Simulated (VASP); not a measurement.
A run of VASP 6.6.1:

Contents of INCAR:

```
SYSTEM = ScAl3
ALGO = Fast
EDIFF = 1E-7
ENCUT = 520
GGA = PE
ISIF = 2
ISMEAR = 0
LASPH = .True.
LCHARG = .False.
LREAL = .False.
LWAVE = .False.
NBANDS = 18
NELM = 100
PREC = Accurate
SIGMA = 0.15
```

Contents of KPOINTS:

```
k-points
0
Gamma
  8 8 8
  0 0 0
```

POSCAR

```
ScAl3
1.0
    3.8550135663     -0.0552557105      0.0956020778
   -0.0552557105      4.4027834549     -0.3091385217
    0.0956020778     -0.3091385217      4.0581947644
Sc Al
1 3
Direct
    0.0000423970      0.0000345038      0.0000362738
    0.5000160724     -0.0000599934      0.5000120253
   -0.0000634115      0.4999694111      0.4999682263
    0.5000049421      0.5000560785     -0.0000165253
```

Potentials or basis: VASP PAW PBE potentials, release 64 (Sc_sv, Al).

Launch:

```sh
$ cat potpaw_PBE.64/Sc_sv/POTCAR potpaw_PBE.64/Al/POTCAR > POTCAR
$ mpirun -np 1 vasp_std > vasp.out
```

Hardware: 1 thread of Oxide Virtual Turin-like Processor, with other jobs on the host.

Estimate the wall time of this run.

Run time: 11 min on 1 thread of Oxide Virtual Turin-like Processor, on a shared host, peak memory 0.37 GiB. Counts: scf iterations 26, k points 260.
